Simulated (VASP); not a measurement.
A run of VASP 6.6.1:

Contents of POSCAR:

```
CdSe
1.0
    0.0000000000      3.0971537684      3.0971537684
    3.0971537684      0.0000000000      3.0971537684
    3.0971537684      3.0971537684      0.0000000000
Cd Se
1 1
Direct
    0.0000000000      0.0000000000      0.0000000000
    0.7500000000      0.7500000000      0.7500000000
```

INCAR.step1

```
SYSTEM = CdSe
PREC = Accurate
ENCUT = 520
ISMEAR = 0
SIGMA = 0.02
LREAL = .FALSE.
LASPH = .TRUE.
NELM = 80
NBANDS = 16
GGA = PE
ALGO = Normal
EDIFF = 1E-4
LWAVE = .TRUE.
LCHARG = .FALSE.
```

INCAR.step2

```
SYSTEM = CdSe
PREC = Accurate
ENCUT = 520
EDIFF = 1E-6
ISMEAR = 0
SIGMA = 0.02
LREAL = .FALSE.
LASPH = .TRUE.
NELM = 80
ALGO = Normal
ISIF = 2
LWAVE = .FALSE.
LCHARG = .FALSE.
METAGGA = R2SCAN
LMIXTAU = .TRUE.
NBANDS = 16
ISTART = 1
```

KPOINTS

```
Automatic mesh
0
G
  8 8 8
  0 0 0
```

Potentials or basis: VASP PAW PBE potentials, release 64 (Cd, Se).

The run is started by

```bash
$ cat potpaw_PBE.64/Cd/POTCAR potpaw_PBE.64/Se/POTCAR > POTCAR
$ cp INCAR.step1 INCAR
$ mpirun -np 1 vasp_std > vasp.out
$ cp INCAR.step2 INCAR
$ mpirun -np 1 vasp_std > vasp.out
```

Hardware: 1 thread of Intel(R) Xeon(R) 6975P-C (Granite Rapids), on a shared host.

Q: Estimate the wall time of this run.

A: Wall time 75 s on 1 thread of Intel(R) Xeon(R) 6975P-C (Granite Rapids), on a shared host, peak memory 0.22 GiB. Counts: k points 29.
